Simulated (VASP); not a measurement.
# KI (F-43m) in VASP: a series of runs

KI is run at these levels: PBE-based screened hybrid with 20 % exact exchange, PBE-based screened hybrid with 5 % exact exchange, LDA; tasks: single point.

Program: VASP 6.6.1. These are calculated values, not measurements. Logs are shortened: lines on timing, memory, paths and dates and some standing lists are left out, and cuts for length are marked.

**1. The cell of the first run**

Symmetry: F-43m, No. 216, cubic system. Conventional cell: a = 7.932 Å, b = 7.932 Å, c = 7.932 Å, α = 90.00°, β = 90.00°, γ = 90.00°. K (site symmetry -43m) has 4 I at 3.43 Å within 4.5 Å. I (site symmetry -43m) has 4 K at 3.43 Å within 4.5 Å.

**2. Single point, PBE-based screened hybrid with 20 % exact exchange**

File POSCAR:

```
KI
1.0
    0.0000000000      3.9658942500      3.9658942500
    3.9658942500      0.0000000000      3.9658942500
    3.9658942500      3.9658942500      0.0000000000
K I
1 1
Direct
    0.0000000000      0.0000000000      0.0000000000
    0.2500000000      0.2500000000      0.2500000000
```

File INCAR.step1:

```
PREC = Accurate
ENCUT = 520
EDIFF = 1E-5
ISMEAR = 0
SIGMA = 0.01
LREAL = False
LASPH = True
NELM = 60
ALGO = Normal
ISIF = 2
LWAVE = True
GGA = PE
NBANDS = 15
```

File INCAR.step2:

```
PREC = Accurate
ENCUT = 520
EDIFF = 1E-7
ISMEAR = 0
SIGMA = 0.01
LREAL = False
LASPH = True
NELM = 60
ALGO = Normal
ISIF = 2
LWAVE = False
LCHARG = True
GGA = PE
LHFCALC = True
AEXX = 0.2
HFSCREEN = 0.5
PRECFOCK = Normal
LELF = True
LVHAR = True
ISTART = 1
NBANDS = 15
```

File KPOINTS:

```
regular mesh
0
Gamma
  4 4 4
```

Potentials or basis: VASP PAW PBE potentials, release 64 (K_sv, I).

Command:

```console
$ cat potpaw_PBE.64/K_sv/POTCAR potpaw_PBE.64/I/POTCAR > POTCAR
$ cp INCAR.step1 INCAR
$ mpirun -np 1 vasp_std > vasp.out
$ cp INCAR.step2 INCAR
$ mpirun -np 1 vasp_std > vasp.out
```

OUTCAR:

```text
PREC = Accurate
   ENCUT = 520
   EDIFF = 1E-7
   ISMEAR = 0
   LREAL = False
   LASPH = True
   NELM = 60
   ISIF = 2
   GGA = PE
   LHFCALC = True
   AEXX = 0.2
   HFSCREEN = 0.5
   PRECFOCK = Normal
   ISTART = 1

 ion  position               nearest neighbor table
   1  0.000  0.000  0.000-   2 3.43   2 3.43   2 3.43   2 3.43
   2  0.250  0.250  0.250-   1 3.43   1 3.43   1 3.43   1 3.43

  LATTYP: Found a face centered cubic cell.
 ALAT       =     7.9317885000

  Lattice vectors:

 A1 = (   0.0000000000,   3.9658942500,   3.9658942500)
 A2 = (   3.9658942500,   0.0000000000,   3.9658942500)
 A3 = (   3.9658942500,   3.9658942500,   0.0000000000)

Analysis of symmetry for initial positions (statically):
=====================================================================
 Subroutine PRICEL returns:
 Original cell was already a primitive cell.

 Routine SETGRP: Setting up the symmetry group for a
 face centered cubic supercell.

 Subroutine GETGRP returns: Found 24 space group operations
 (whereof 24 operations were pure point group operations)
 out of a pool of 48 trial point group operations.

The static configuration has the point symmetry T_d .

Analysis of symmetry for dynamics (positions and initial velocities):
=====================================================================
 Subroutine PRICEL returns:
 Original cell was already a primitive cell.

 Routine SETGRP: Setting up the symmetry group for a
 face centered cubic supercell.

 Subroutine GETGRP returns: Found 24 space group operations
 (whereof 24 operations were pure point group operations)
 out of a pool of 48 trial point group operations.

The dynamic configuration has the point symmetry T_d .

 Subroutine INISYM returns: Found 24 space group operations
 (whereof 24 operations are pure point group operations),
 and found     1 'primitive' translations

----------------------------------------------------------------------------------------

                                     Primitive cell

  volume of cell :     124.7537

  direct lattice vectors                    reciprocal lattice vectors
     0.000000000  3.965894250  3.965894250    -0.126074970  0.126074970  0.126074970
     3.965894250  0.000000000  3.965894250     0.126074970 -0.126074970  0.126074970
     3.965894250  3.965894250  0.000000000     0.126074970  0.126074970 -0.126074970

  length of vectors
     5.608621435  5.608621435  5.608621435     0.218368254  0.218368254  0.218368254

[... 83 lines left out ...]
     AMIX_MAG =   1.60;   BMIX_MAG =  1.00
  volume/ion in A,a.u.               =      62.38       420.94
  Fermi-wavevector in a.u.,A,eV,Ry     =   0.825589  1.560136  9.273684  0.681597
  Thomas-Fermi vector in A             =   1.937473
   LORBIT       =      0    0 simple, 1 ext, 2 COOP (PROOUT), +10 PAW based schemes
   GGA     = PE    functional components
   LHFCALC =     T    Hartree Fock is set to
   PRECFOCK=normal    Normal, Fast or Accurate (Low or Medium for compatibility)
   ENCUT4O =  -1.0   cutoff for four orbital integrals eV
   NKREDX  =     1    reduce k-point grid by
   NKREDY  =     1    reduce k-point grid by
   NKREDZ  =     1    reduce k-point grid by
   AEXX    =    0.2000 exact exchange contribution
   HFSCREEN=    0.5000 screening length (either q_TF or 0.3 A-1)
   HFSCREENC=   0.5000 screening length for correlation (either q_TF or 0.3 A-1)
   ENCUTFOCK=  -1.0 apply spherical cutoff to Coloumb kernel
   IVDW    =     0    specifies the selected vdW correction
   LEPSILON=     F    determine dielectric tensor
   LRPA    =     F    only Hartree local field effects (RPA)
 non-spin polarized calculation
 Gauss-broadening in eV      SIGMA  =   0.01
  energy-cutoff  :      520.00
  volume of cell :      124.75
 maximum number of plane-waves:      3383
 NGX is ok and might be reduce to    42
  NGX = 32; NGY = 32; NGZ = 32

 number of electron      16.0000003 magnetization

 Free energy of the ion-electron system (eV)
  ---------------------------------------------------
  ext. energy  EPLUGINS =         0.00000000
  ---------------------------------------------------
  free energy    TOTEN  =        -5.71911487 eV

  energy without entropy =       -5.71911487  energy(sigma->0) =       -5.71911487

 E-fermi :  -2.3823     XC(G=0):  -5.2813

 val. band max:       -2.4844122196   @ k =   0.0000   0.0000   0.0000
 cond. band min:       1.7916580125   @ k =   0.0000   0.0000   0.0000
 fundamental gap:      4.2760702322
 Fermi energy:        -2.3822513244

 k-point     1 :       0.0000    0.0000    0.0000
  band No.  band energies     occupation
      1     -32.5797      2.00000
      2     -15.0703      2.00000
      3     -15.0703      2.00000
      4     -15.0703      2.00000
      5     -13.0063      2.00000
      6      -2.4844      2.00000
      7      -2.4844      2.00000
      8      -2.4844      2.00000
      9       1.7917      0.00000
     10       5.5342      0.00000
     11       5.5342      0.00000
     12       6.0735      0.00000
     13       6.0735      0.00000
     14       6.0735      0.00000
[... 113 lines left out ...]
      2     -15.1378      2.00000
      3     -15.0797      2.00000
      4     -15.0774      2.00000
      5     -12.8743      2.00000
      6      -2.7951      2.00000
      7      -2.7269      2.00000
      8      -2.5535      2.00000
      9       3.4723      0.00000
     10       4.3730      0.00000
     11       5.3617      0.00000
     12       5.4899      0.00000
     13       6.4416      0.00000
     14       6.8666      0.00000
     15       7.2805      0.00000

------------------------ aborting loop because EDIFF is reached ----------------------------------------

  FORCE on cell =-STRESS in cart. coord.  units (eV):
  Direction    XX          YY          ZZ          XY          YZ          ZX
  --------------------------------------------------------------------------------------
  -------------------------------------------------------------------------------------
  Total        0.0971621      0.0971621      0.0971621      0.0000000      0.0000000     -0.0000000
  in kB        1.2478259      1.2478259      1.2478259      0.0000000      0.0000000     -0.0000000
  external PRESSURE =       1.2478259 kB  Pullay stress =       0.0000000 kB

 VOLUME and BASIS-vectors are now :
 -----------------------------------------------------------------------------
  energy-cutoff  :      520.00
  volume of cell :      124.75
      direct lattice vectors                 reciprocal lattice vectors
     0.000000000  3.965894250  3.965894250    -0.126074970  0.126074970  0.126074970
     3.965894250  0.000000000  3.965894250     0.126074970 -0.126074970  0.126074970
     3.965894250  3.965894250  0.000000000     0.126074970  0.126074970 -0.126074970

 POSITION                                       TOTAL-FORCE (eV/Angst)
 -----------------------------------------------------------------------------------
      0.00000      0.00000      0.00000         0.000000      0.000000      0.000000
      1.98295      1.98295      1.98295        -0.000000     -0.000000     -0.000000
 -----------------------------------------------------------------------------------
    total drift:                                0.000002     -0.000001     -0.000000

  FREE ENERGIE OF THE ION-ELECTRON SYSTEM (eV)
  ---------------------------------------------------
  free  energy   TOTEN  =        -5.7191148726 eV

  energy  without entropy=       -5.7191148726  energy(sigma->0) =       -5.71911487
```

OUTCAR.step1:

```text
PREC = Accurate
   ENCUT = 520
   EDIFF = 1E-5
   ISMEAR = 0
   LREAL = False
[... 348 lines left out ...]
      0.00000      0.00000      0.00000        -0.000000     -0.000000     -0.000000
      1.98295      1.98295      1.98295         0.000000      0.000000      0.000000
 -----------------------------------------------------------------------------------
    total drift:                               -0.000000     -0.000000     -0.000000

  FREE ENERGIE OF THE ION-ELECTRON SYSTEM (eV)
  ---------------------------------------------------
  free  energy   TOTEN  =        -5.3859644504 eV

  energy  without entropy=       -5.3859644504  energy(sigma->0) =       -5.38596445
```

It took 13 min on 1 thread of AMD EPYC 7R43 (Zen 3), shared host; peak memory 0.35 GiB.

What came out:

```
Free energy            : -5.7191 eV
Pressure               : 0.1 GPa
Band gap on the k mesh : 4.28 eV
```

Levels at points of the mesh, in eV from the valence-band top:
```csv
k point,band 6,band 7,band 8,band 9,band 10,band 11
"(0.00, 0.00, 0.00)",0.00,0.00,0.00,4.28,8.02,8.02
"(0.50, 0.00, 0.00)",-0.46,-0.01,-0.01,6.02,6.87,7.53
"(0.50, 0.50, 0.00)",-0.48,-0.06,-0.06,5.63,6.63,8.32
```

Caveat: the PAW data sets were made with another functional, which shifts forces and pressure a little; spin-orbit coupling is left out, which moves the levels of the heavy elements.

**3. Single point, PBE-based screened hybrid with 5 % exact exchange**

POSCAR is that of step 2.

File INCAR.step1:

```
SYSTEM = KI
PREC = Accurate
ENCUT = 520
EDIFF = 1E-5
ISMEAR = 0
SIGMA = 0.01
LREAL = .FALSE.
LASPH = .TRUE.
NELM = 60
ALGO = Normal
ISIF = 2
LWAVE = .TRUE.
LCHARG = .FALSE.
GGA = PE
NBANDS = 15
```

File INCAR.step2:

```
SYSTEM = KI
PREC = Accurate
ENCUT = 520
EDIFF = 1E-6
ISMEAR = 0
SIGMA = 0.01
LREAL = .FALSE.
LASPH = .TRUE.
NELM = 60
ALGO = Normal
ISIF = 2
LWAVE = .FALSE.
LCHARG = .FALSE.
GGA = PE
LHFCALC = .TRUE.
AEXX = 0.05
HFSCREEN = 0.5
PRECFOCK = Normal
ISTART = 1
NBANDS = 15
```

File KPOINTS:

```
Automatic mesh
0
G
  4 4 4
  0 0 0
```

Potentials or basis: VASP PAW PBE potentials, release 64 (K_sv, I).

Command:

```console
$ cat potpaw_PBE.64/K_sv/POTCAR potpaw_PBE.64/I/POTCAR > POTCAR
$ cp INCAR.step1 INCAR
$ mpirun -np 1 vasp_std > vasp.out
$ cp INCAR.step2 INCAR
$ mpirun -np 1 vasp_std > vasp.out
```

OUTCAR:

```text
SYSTEM = KI
   PREC = Accurate
   ENCUT = 520
   EDIFF = 1E-6
   ISMEAR = 0
   LREAL = .FALSE.
   LASPH = .TRUE.
   NELM = 60
   ISIF = 2
   GGA = PE
   LHFCALC = .TRUE.
   AEXX = 0.05
   HFSCREEN = 0.5
   PRECFOCK = Normal
   ISTART = 1

 ion  position               nearest neighbor table
   1  0.000  0.000  0.000-   2 3.43   2 3.43   2 3.43   2 3.43
   2  0.250  0.250  0.250-   1 3.43   1 3.43   1 3.43   1 3.43

  LATTYP: Found a face centered cubic cell.
 ALAT       =     7.9317885000

  Lattice vectors:

 A1 = (   0.0000000000,   3.9658942500,   3.9658942500)
 A2 = (   3.9658942500,   0.0000000000,   3.9658942500)
 A3 = (   3.9658942500,   3.9658942500,   0.0000000000)

Analysis of symmetry for initial positions (statically):
=====================================================================
 Subroutine PRICEL returns:
 Original cell was already a primitive cell.

 Routine SETGRP: Setting up the symmetry group for a
 face centered cubic supercell.

 Subroutine GETGRP returns: Found 24 space group operations
 (whereof 24 operations were pure point group operations)
 out of a pool of 48 trial point group operations.

[... 167 lines left out ...]
      5     -12.4012      2.00000
      6      -2.2597      2.00000
      7      -2.2597      2.00000
      8      -2.2597      2.00000
      9       1.7573      0.00000
     10       5.4036      0.00000
     11       5.4036      0.00000
     12       6.0019      0.00000
     13       6.0019      0.00000
     14       6.0019      0.00000
[... 113 lines left out ...]
      2     -14.4413      2.00000
      3     -14.3845      2.00000
      4     -14.3821      2.00000
      5     -12.2713      2.00000
      6      -2.5716      2.00000
      7      -2.5031      2.00000
      8      -2.3277      2.00000
      9       3.4316      0.00000
     10       4.3104      0.00000
     11       5.2663      0.00000
     12       5.4297      0.00000
     13       6.2863      0.00000
     14       6.6711      0.00000
     15       7.0652      0.00000

------------------------ aborting loop because EDIFF is reached ----------------------------------------

  FORCE on cell =-STRESS in cart. coord.  units (eV):
  Direction    XX          YY          ZZ          XY          YZ          ZX
  --------------------------------------------------------------------------------------
  -------------------------------------------------------------------------------------
  Total        0.1309094      0.1309094      0.1309094      0.0000000      0.0000000      0.0000000
  in kB        1.6812338      1.6812338      1.6812338      0.0000000      0.0000000      0.0000000
  external PRESSURE =       1.6812338 kB  Pullay stress =       0.0000000 kB

 VOLUME and BASIS-vectors are now :
 -----------------------------------------------------------------------------
  energy-cutoff  :      520.00
  volume of cell :      124.75
      direct lattice vectors                 reciprocal lattice vectors
     0.000000000  3.965894250  3.965894250    -0.126074970  0.126074970  0.126074970
     3.965894250  0.000000000  3.965894250     0.126074970 -0.126074970  0.126074970
     3.965894250  3.965894250  0.000000000     0.126074970  0.126074970 -0.126074970

 POSITION                                       TOTAL-FORCE (eV/Angst)
 -----------------------------------------------------------------------------------
      0.00000      0.00000      0.00000         0.000000      0.000000      0.000000
      1.98295      1.98295      1.98295        -0.000000     -0.000000     -0.000000
 -----------------------------------------------------------------------------------
    total drift:                                0.000001     -0.000001     -0.000000

  FREE ENERGIE OF THE ION-ELECTRON SYSTEM (eV)
  ---------------------------------------------------
  free  energy   TOTEN  =        -5.4661844847 eV

  energy  without entropy=       -5.4661844847  energy(sigma->0) =       -5.46618448
```

OUTCAR.step1:

```text
SYSTEM = KI
   PREC = Accurate
   ENCUT = 520
   EDIFF = 1E-5
   ISMEAR = 0
   LREAL = .FALSE.
   LASPH = .TRUE.
[... 347 lines left out ...]
      0.00000      0.00000      0.00000        -0.000000     -0.000000     -0.000000
      1.98295      1.98295      1.98295         0.000000      0.000000      0.000000
 -----------------------------------------------------------------------------------
    total drift:                               -0.000000     -0.000000     -0.000000

  FREE ENERGIE OF THE ION-ELECTRON SYSTEM (eV)
  ---------------------------------------------------
  free  energy   TOTEN  =        -5.3859644504 eV

  energy  without entropy=       -5.3859644504  energy(sigma->0) =       -5.38596445
```

OSZICAR.step1:

```text
N       E                     dE             d eps       ncg     rms          rms(c)
DAV:   1     0.971573100514E+02    0.97157E+02   -0.62825E+03   240   0.883E+02
DAV:   2     0.148576323087E+01   -0.95672E+02   -0.87571E+02   324   0.206E+02
DAV:   3    -0.519630933308E+01   -0.66821E+01   -0.66425E+01   338   0.483E+01
DAV:   4    -0.556645511184E+01   -0.37015E+00   -0.37006E+00   408   0.106E+01
DAV:   5    -0.556827489578E+01   -0.18198E-02   -0.18198E-02   345   0.884E-01    0.295E+00
DAV:   6    -0.538961693242E+01    0.17866E+00   -0.20217E-01   289   0.213E+00    0.216E+00
DAV:   7    -0.536644269951E+01    0.23174E-01   -0.21474E-01   324   0.191E+00    0.929E-01
DAV:   8    -0.538239031221E+01   -0.15948E-01   -0.22472E-02   302   0.828E-01    0.144E-01
DAV:   9    -0.538484822162E+01   -0.24579E-02   -0.33129E-03   275   0.256E-01    0.111E-01
DAV:  10    -0.538582218600E+01   -0.97396E-03   -0.57510E-04   256   0.138E-01    0.236E-02
DAV:  11    -0.538594013295E+01   -0.11795E-03   -0.14390E-04   268   0.638E-02    0.216E-02
DAV:  12    -0.538596384802E+01   -0.23715E-04   -0.25449E-05   260   0.345E-02    0.877E-03
DAV:  13    -0.538596445036E+01   -0.60234E-06   -0.41491E-07   267   0.501E-03
   1 F= -.53859645E+01 E0= -.53859645E+01  d E =-.126088E-14
```

Wall time 7.9 min (1 thread of AMD EPYC 7R43 (Zen 3), shared host); peak memory 0.35 GiB.

Results:

```
Free energy            : -5.4662 eV
Pressure               : 0.2 GPa
Band gap on the k mesh : 4.02 eV
```

Caveat: the PAW data sets were made with another functional, which shifts forces and pressure a little; spin-orbit coupling is left out, which moves the levels of the heavy elements.

[end of part 1 of 2]
